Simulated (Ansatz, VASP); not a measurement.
GaP: VASP beside Ansatz

```
Ga P
1.0
     0.00000    5.50512   -5.50512
     5.50512    5.50512    0.00000
     5.50512    0.00000   -5.50512
Ga P
8 8
Direct
  0.50000 0.50000 0.00000
  0.50000 0.00000 0.00000
  0.00000 0.50000 0.00000
  0.00000 0.00000 0.00000
  0.50000 0.50000 0.50000
  0.50000 0.00000 0.50000
  0.00000 0.50000 0.50000
  0.00000 0.00000 0.50000
  0.37500 0.37500 0.37500
  0.37500 0.87500 0.37500
  0.87500 0.37500 0.37500
  0.87500 0.87500 0.37500
  0.37500 0.37500 0.87500
  0.37500 0.87500 0.87500
  0.87500 0.37500 0.87500
  0.87500 0.87500 0.87500
```

Alike in both runs: task single point; functional PBE; k mesh 2 × 2 × 2; occupations gaussian, width 0.01 eV; no spin polarisation.

```csv
,VASP,Ansatz
version,VASP 6.6.1,Ansatz 0.2.0
potentials or method,"VASP PAW PBE potentials, release 64 (Ga_d, P), cutoff 520 eV","scalar-relativistic, plane waves, PAW"
valence electrons in the cell,144,144
```

Ansatz gave:

```
gap on the k mesh at the Fermi level (eV) : 1.57
least direct gap on the mesh (eV)         : 1.57
pressure (GPa)                            : 0.4
```

Q: Which values does VASP return?

A: gap on the k mesh at the Fermi level (eV): 1.56; least direct gap on the mesh (eV): 1.56; pressure (GPa): 0.4.

With one functional, cell and mesh, what is left measures potentials, basis and numerics.

The k mesh is coarse, so the values compare programs but aren't converged.
